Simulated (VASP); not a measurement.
Set up this calculation in VASP 6.6.1, as the native input.

```
Task                   : single point
Functional             : PBE
Potentials or basis    : VASP PAW PBE potentials, release 64 (C)
Cutoff                 : 520 eV
k mesh                 : 12 × 12 × 12
Occupations            : gaussian, width 0.02 eV
Spin                   : no spin polarisation
Dipole correction      : no
Further INCAR settings : ALGO = Normal; EDIFF = 1e-06; NBANDS = 11
```

The structure of C lies in POSCAR:

```
C
1.0
   -0.0356680000      1.8334778720      1.8334778720
    1.8334778720     -0.0356680000      1.8334778720
    1.8334778720      1.8334778720     -0.0356680000
C
2
Direct
    0.4757198216      0.4757198216      0.4757198216
    0.7742801784      0.7742801784      0.7742801784
```

This cell differs from its parent crystal: strained and its atoms moved.

The input as run:

INCAR

```
SYSTEM = C
ALGO = Normal
EDIFF = 1E-6
ENCUT = 520
GGA = PE
ISIF = 2
ISMEAR = 0
LASPH = .TRUE.
LCHARG = .TRUE.
LELF = .TRUE.
LREAL = .FALSE.
LVHAR = .TRUE.
LWAVE = .FALSE.
NBANDS = 11
NELM = 100
PREC = Accurate
SIGMA = 0.02
```

KPOINTS

```
k-points
0
G
  12 12 12
  0 0 0
```

Potentials or basis: VASP PAW PBE potentials, release 64 (C).

Launch:

```console
$ cat potpaw_PBE.64/C/POTCAR > POTCAR
$ mpirun -np 1 vasp_std > vasp.out
```

Results of the run:

```json
{
  "Pressure": "-27.6 GPa",
  "Largest force": "4.419 eV/Å",
  "Band gap on the k mesh": "0.14 eV, indirect (least direct gap 0.41 eV)"
}
```

Caveat: the cell differs from its parent crystal (strained and its atoms moved); forces of over 1 eV/Å act on the atoms, so gaps and moduli don't describe the material at rest.

Run time: 26 s on 1 thread of Intel(R) Xeon(R) Platinum 8259CL CPU @ 2.50GHz (Skylake/Cascade Lake) (shared host), peak memory 0.13 GiB.
